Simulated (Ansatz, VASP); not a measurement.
**Two plane-wave programs on WC**

```xyz
12
Lattice="0.0000 -5.0606 0.0000 4.3826 2.5303 0.0000 0.0000 0.0000 5.6943" Properties=species:S:1:pos:R:3 pbc="T T T"
W     0.0000    0.0000    0.0000
W     0.0000    0.0000    2.8471
W     2.9217    0.0000    0.0000
W     2.9217    0.0000    2.8471
W     1.4609   -2.5303    0.0000
W     1.4609   -2.5303    2.8471
C     2.9217   -1.6869    1.4236
C     2.9217   -1.6869    4.2707
C     1.4609    0.8434    1.4236
C     1.4609    0.8434    4.2707
C     4.3826    0.8434    1.4236
C     4.3826    0.8434    4.2707
```

Alike in both runs: task single point; functional PBE; k mesh 6 × 6 × 5; occupations gaussian, width 0.1 eV; no spin polarisation.

```csv
,VASP,Ansatz
version,VASP 6.6.1,Ansatz 0.2.0
potentials or method,"VASP PAW PBE potentials, release 64 (W_sv, C), cutoff 520 eV","scalar-relativistic, plane waves, PAW"
valence electrons in the cell,108,108
```

Ansatz gave:

| Quantity | Value |
| --- | --- |
| gap on the k mesh at the Fermi level (eV) | none |
| pressure (GPa) | 0.1 |
| traceless stress, the component that is largest in VASP (GPa) | 0.09 |

Question: Which values does VASP return?

Answer: gap on the k mesh at the Fermi level (eV): none; pressure (GPa): 1.1; traceless stress, the component that is largest in VASP (GPa): 0.30.

A gap of «none» marks a metal or a gap that the smearing closes.

Spin-orbit coupling is off throughout.
